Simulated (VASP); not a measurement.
# Al2O3 (P-6m2) in VASP: a series of runs, part 3 of 3

VASP 6.6.1. The steps go on from the part before.

## 6. Single point, LDA (strain -0.030 along x and y, +0.015 along z)

Contents of INCAR:

```
PREC     = Accurate       # precision mode
ENCUT    = 520            # plane-wave cutoff, eV
EDIFF    = 1E-6           # SCF threshold, eV
ISMEAR   = 0              # smearing method
SIGMA    = 0.05           # smearing width, eV
LREAL    = False          # projectors in reciprocal space
LASPH    = True           # aspherical terms in the spheres
NELM     = 100            # most SCF steps
ALGO     = Normal         # electronic algorithm
ISIF     = 2              # what is computed and relaxed
LWAVE    = False          # write WAVECAR
LCHARG   = True           # write CHGCAR
LELF     = True           # ELF
LVHAR    = True         
NBANDS   = 20             # bands
```

Contents of KPOINTS:

```
Automatic mesh
0
Gamma
  12 12 4
```

Contents of POSCAR:

```
Al2O3
1.0
    2.7977951999      0.0000000000      0.0000000000
   -1.3988976000      2.4229617176      0.0000000000
    0.0000000000      0.0000000000      9.4768057769
Al O
2 3
Direct
    0.0000000000      0.0000000000      0.1499923300
    0.0000000000      0.0000000000      0.8500076700
    0.3333333333      0.6666666667      0.2223169200
    0.6666666667      0.3333333333      0.0000000000
    0.3333333333      0.6666666667      0.7776830800
```

Potentials or basis: VASP PAW LDA potentials, release 64 (Al, O).

The run is started by

```sh
$ cat potpaw_LDA.64/Al/POTCAR potpaw_LDA.64/O/POTCAR > POTCAR
$ mpirun -np 1 vasp_std > vasp.out
```

OUTCAR:

```text
PREC = Accurate
   ENCUT = 520
   EDIFF = 1E-6
   ISMEAR = 0
   LREAL = False
   LASPH = True
   NELM = 100
   ISIF = 2

 ion  position               nearest neighbor table
   1  0.000  0.000  0.150-   3 1.75   3 1.75   3 1.75   4 2.15   4 2.15   4 2.15   2 2.84
   2  0.000  0.000  0.850-   5 1.75   5 1.75   5 1.75   4 2.15   4 2.15   4 2.15   1 2.84
   3  0.333  0.667  0.222-   1 1.75   1 1.75   1 1.75
   4  0.667  0.333  0.000-   1 2.15   2 2.15   1 2.15   2 2.15   1 2.15   2 2.15
   5  0.333  0.667  0.778-   2 1.75   2 1.75   2 1.75

  LATTYP: Found a hexagonal cell.
 ALAT       =     2.7977951999
 C/A-ratio  =     3.3872407020

  Lattice vectors:

 A1 = (   2.7977951999,   0.0000000000,   0.0000000000)
 A2 = (  -1.3988976000,   2.4229617176,   0.0000000000)
 A3 = (   0.0000000000,   0.0000000000,   9.4768057769)

Analysis of symmetry for initial positions (statically):
=====================================================================
 Subroutine PRICEL returns:
 Original cell was already a primitive cell.

 Routine SETGRP: Setting up the symmetry group for a
[... 175 lines left out ...]
 E-fermi :   0.8915     XC(G=0):  -9.0213

 val. band max:        0.6635794752   @ k =   0.3333   0.3333   0.5000
 cond. band min:       6.2254798391   @ k =   0.0000   0.0000   0.0000
 fundamental gap:      5.5619003639
 Fermi energy:         0.8914537659

 k-point     1 :       0.0000    0.0000    0.0000
  band No.  band energies     occupation
      1     -17.9832      2.00000
      2     -17.0186      2.00000
      3     -15.6519      2.00000
      4      -4.5750      2.00000
      5      -1.5704      2.00000
      6      -0.6080      2.00000
[... 541 lines left out ...]
     19      14.1171      0.00000
     20      15.3489      0.00000

 [... further k-points ...]

------------------------ aborting loop because EDIFF is reached ----------------------------------------

  FORCE on cell =-STRESS in cart. coord.  units (eV):
  Direction    XX          YY          ZZ          XY          YZ          ZX
  --------------------------------------------------------------------------------------
  -------------------------------------------------------------------------------------
  Total        2.9262405      2.9262405     -2.4251054     -0.0000000     -0.0000000      0.0000000
  in kB       72.9787051     72.9787050    -60.4806915     -0.0000000     -0.0000000      0.0000000
  external PRESSURE =      28.4922395 kB  Pullay stress =       0.0000000 kB

 VOLUME and BASIS-vectors are now :
 -----------------------------------------------------------------------------
  energy-cutoff  :      520.00
  volume of cell :       64.24
      direct lattice vectors                 reciprocal lattice vectors
     2.797795200  0.000000000  0.000000000     0.357424303  0.206359018  0.000000000
    -1.398897600  2.422961718  0.000000000     0.000000000  0.412718035  0.000000000
     0.000000000  0.000000000  9.476805777     0.000000000  0.000000000  0.105520787

 POSITION                                       TOTAL-FORCE (eV/Angst)
 -----------------------------------------------------------------------------------
      0.00000      0.00000      1.42145        -0.000000      0.000000     -0.845330
      0.00000      0.00000      8.05536        -0.000000      0.000000      0.845330
     -0.00000      1.61531      2.10685        -0.000000      0.000000      0.014193
      1.39890      0.80765      0.00000         0.000000     -0.000000      0.000000
     -0.00000      1.61531      7.36995         0.000000      0.000000     -0.014193
 -----------------------------------------------------------------------------------
    total drift:                                0.000000     -0.000000      0.000000

  FREE ENERGIE OF THE ION-ELECTRON SYSTEM (eV)
  ---------------------------------------------------
  free  energy   TOTEN  =       -40.0618602081 eV

  energy  without entropy=      -40.0618602081  energy(sigma->0) =      -40.06186021
```

OSZICAR:

```text
N       E                     dE             d eps       ncg     rms          rms(c)
DAV:   1     0.112433370358E+03    0.11243E+03   -0.12379E+04  2280   0.108E+03
DAV:   2    -0.367619585520E+02   -0.14920E+03   -0.14513E+03  2744   0.251E+02
DAV:   3    -0.447702841017E+02   -0.80083E+01   -0.79775E+01  3048   0.600E+01
DAV:   4    -0.448478771236E+02   -0.77593E-01   -0.77571E-01  2896   0.644E+00
DAV:   5    -0.448489692524E+02   -0.10921E-02   -0.10921E-02  2892   0.724E-01    0.130E+01
DAV:   6    -0.402447451603E+02    0.46042E+01   -0.14203E+01  2508   0.271E+01    0.496E+00
DAV:   7    -0.401532735515E+02    0.91472E-01   -0.52790E-01  2764   0.486E+00    0.247E+00
DAV:   8    -0.400813037498E+02    0.71970E-01   -0.51833E-02  2972   0.197E+00    0.956E-01
DAV:   9    -0.400608655217E+02    0.20438E-01   -0.19175E-02  2964   0.117E+00    0.166E-01
DAV:  10    -0.400605534483E+02    0.31207E-03   -0.30719E-03  2832   0.358E-01    0.136E-01
DAV:  11    -0.400614895903E+02   -0.93614E-03   -0.34125E-03  2708   0.565E-01    0.949E-02
DAV:  12    -0.400617083128E+02   -0.21872E-03   -0.54522E-04  2680   0.156E-01    0.630E-02
DAV:  13    -0.400618523661E+02   -0.14405E-03   -0.35439E-04  2700   0.139E-01    0.232E-02
DAV:  14    -0.400618594784E+02   -0.71124E-05   -0.37003E-05  2896   0.620E-02    0.632E-03
DAV:  15    -0.400618602081E+02   -0.72963E-06   -0.68217E-06  2844   0.188E-02
   1 F= -.40061860E+02 E0= -.40061860E+02  d E =-.834851E-12
```

Wall time 43 s (1 thread of AMD EPYC 9R45 (Zen 5), shared host); peak memory 0.16 GiB.

Results:

```
Free energy            : -40.0619 eV
Pressure               : 2.8 GPa
Largest force          : 0.845 eV/Å
Band gap on the k mesh : 5.56 eV, indirect (least direct gap 5.72 eV)
```

Forces in eV/Å, atoms in the order of the input:
```
Al   0.000  0.000 -0.845
Al   0.000  0.000  0.845
O    0.000  0.000  0.014
O    0.000  0.000  0.000
O    0.000  0.000 -0.014
```

Caveat: the cell differs from its parent crystal (strain -0.030 along x and y, +0.015 along z). A k mesh can miss the band edges.

## 7. Summary

```csv
cell,gap on the mesh (eV),pressure (GPa),largest force (eV/Å)
"a = 2.798, b = 2.798, c = 9.057 Å, angles 90.0, 90.0, 120.0°, 5 atoms",5.56,8.2,0.68
"a = 2.798, b = 2.798, c = 9.197 Å, angles 90.0, 90.0, 120.0°, 5 atoms",5.57,6.3,0.52
"a = 2.798, b = 2.798, c = 9.337 Å, angles 90.0, 90.0, 120.0°, 5 atoms",5.57,4.5,0.69
"a = 2.841, b = 2.841, c = 9.057 Å, angles 90.0, 90.0, 120.0°, 5 atoms",5.12,1.8,0.26
"a = 2.798, b = 2.798, c = 9.477 Å, angles 90.0, 90.0, 120.0°, 5 atoms",5.56,2.8,0.85
```

Alike in all rows: task single point; level LDA; potentials or basis VASP PAW LDA potentials, release 64 (Al, O); no spin polarisation; k mesh 12 × 12 × 4; cutoff (eV) 520; smearing gaussian 0.05 eV.

Absolute energies hang on the potentials; compare differences alone.
